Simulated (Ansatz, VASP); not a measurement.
Y in VASP and in Ansatz

```xyz
2
Lattice="3.4689 0.0000 0.0000 -1.7345 3.0042 0.0000 0.0000 0.0000 5.6037" Properties=species:S:1:pos:R:3 pbc="T T T"
Y     0.0000    2.0028    1.4009
Y     1.7345    1.0014    4.2028
```

Change from the starting cell: strain -0.050 along x and y, -0.025 along z, atoms carried along.

Alike in both runs: task single point; functional PBEsol; k mesh 18 × 18 × 8; occupations gaussian, width 0.15 eV; no spin polarisation.

```csv
,VASP,Ansatz
version,VASP 6.6.1,Ansatz 0.2.0
potentials or method,"VASP PAW PBE potentials, release 64 (Y_sv), cutoff 520 eV","scalar-relativistic, plane waves, PAW"
valence electrons in the cell,22,22
```

```csv
,VASP,Ansatz,Ansatz less VASP
gap on the k mesh at the Fermi level (eV),none,none,-
pressure (GPa),3.0,3.2,+0.16
"traceless stress, the component that is largest in VASP (GPa)",-1.37,-1.38,-0.010
```

VASP's potentials were made for PBE, not for PBEsol. A gap of «none» marks a metal or a gap that the smearing closes. The functional is the same, so the differences come from potentials, cutoffs and numerics.
